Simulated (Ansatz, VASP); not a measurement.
**Co: VASP beside Ansatz**

```
Co
1.0
     0.00000    1.73487    1.73487
     1.73487    0.00000    1.73487
     1.73487    1.73487    0.00000
Co
1
Cartesian
  0.0000 0.0000 0.0000
```

Alike in both runs: functional PBEsol; k mesh 15 × 15 × 15; occupations fermi-dirac, width 0.05 eV; collinear spin.

Ansatz relaxed the structure, and its values are those at the end. VASP's run is a single point on that final structure, the one shown.

|  | VASP | Ansatz |
| --- | --- | --- |
| version | VASP 6.6.1 | Ansatz 0.2.0 |
| potentials or method | VASP PAW PBE potentials, release 64 (Co_sv), cutoff 690 eV | plane waves (420 eV) with PAW, scalar-relativistic |
| valence electrons in the cell | 17 | 17 |

```tsv
	VASP	Ansatz	Ansatz less VASP
pressure (GPa)	-1.7	0.0	+1.67
net moment per atom (μB)	1.63	1.64	+0.004
size of the moment on the site where the two differ most (μB)	1.68	1.70	+0.011
```

VASP's potentials were made for PBE, not for PBEsol, and Ansatz warns of the same on its side. Site moments also hang on the region over which each program counts them. The functional is the same, so the differences come from potentials, cutoffs and numerics.
